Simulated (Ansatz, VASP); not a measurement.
## SnO2 in VASP and in Ansatz

File POSCAR:

```
SnO2
1.0
    0.0000000000      2.5334669704      2.4898913385
    2.5334669704      0.0000000000      2.4898913385
    2.5334669704      2.5334669704      0.0000000000
Sn O
1 2
Direct
    0.0000000000      0.0000000000      0.0000000000
    0.2500000000      0.2500000000      0.2500000000
    0.7500000000      0.7500000000      0.7500000000
```

File INCAR.step1:

```
PREC     = Accurate       # precision mode
ENCUT    = 1480           # plane-wave cutoff, eV
ISMEAR   = 0              # smearing method
SIGMA    = 0.01           # smearing width, eV
LREAL    = False          # projectors in reciprocal space
LASPH    = True           # aspherical terms in the spheres
NELM     = 120            # most SCF steps
NBANDS   = 20             # bands
GGA      = PE             # functional
ALGO     = Normal         # electronic algorithm
EDIFF    = 1E-5           # SCF threshold, eV
LWAVE    = True           # write WAVECAR
LCHARG   = False          # write CHGCAR
GGA_COMPAT= False
```

Contents of INCAR.step2:

```
PREC     = Accurate       # precision mode
ENCUT    = 1480           # plane-wave cutoff, eV
EDIFF    = 1E-6           # SCF threshold, eV
ISMEAR   = 0              # smearing method
SIGMA    = 0.01           # smearing width, eV
LREAL    = False          # projectors in reciprocal space
LASPH    = True           # aspherical terms in the spheres
NELM     = 120            # most SCF steps
ALGO     = Normal         # electronic algorithm
ISIF     = 2              # what is computed and relaxed
LWAVE    = False          # write WAVECAR
LCHARG   = False          # write CHGCAR
METAGGA  = R2SCAN         # meta-GGA
LMIXTAU  = True         
NBANDS   = 20             # bands
ISTART   = 1            
GGA_COMPAT= False
```

File KPOINTS:

```
regular mesh
0
Gamma
  8 8 8
```

Input for Ansatz:

```yaml
crystal:
  lattice:
    - [0.0, 2.5334669704, 2.4898913385]
    - [2.5334669704, 0.0, 2.4898913385]
    - [2.5334669704, 2.5334669704, 0.0]
  atoms:
    - { symbol: Sn, position: [0.0, 0.0, 0.0] }
    - { symbol: O, position: [0.25, 0.25, 0.25] }
    - { symbol: O, position: [0.75, 0.75, 0.75] }
kpoints:
  mp_grid: { grid: [8, 8, 8] }
  band_path:
    path:
      - [0.0, 0.0, 0.0]
      - [0.5, 0.0, 0.5]
      - [0.625, 0.25, 0.625]
      - [0.375, 0.375, 0.75]
      - [0.5, 0.5, 0.5]
      - [0.5, 0.25, 0.75]
    npoints: 1
hamiltonian:
  xc: r2scan
scf:
  occupations: { method: fixed }
  n_extra_bands: 4
output:
  forces: true
  stress: true
  eigenvalues: true
```

Change from the starting cell: uniaxial_z strain -1.7%.

Alike in both runs: task single point; functional r2SCAN; k mesh 8 × 8 × 8; no spin polarisation.

```csv
,VASP,Ansatz
version,VASP 6.6.1,Ansatz 0.2.0
potentials or method,"VASP PAW PBE potentials, release 64 (Sn_d, O_h)","plane waves, PAW"
plane-wave cutoff (eV),1480,500
occupations,"gaussian, width 0.01 eV",fixed
valence electrons in the cell,26,26
```

|  | VASP | Ansatz | Ansatz less VASP |
| --- | --- | --- | --- |
| gap on the k mesh at the Fermi level (eV) | 0.97 | 0.95 | -0.026 |
| pressure (GPa) | 5.4 | 4.2 | -1.23 |
| traceless stress, the component that is largest in VASP (GPa) | 5.86 | 5.89 | +0.032 |

VASP's potentials were made for PBE, not for r2SCAN.
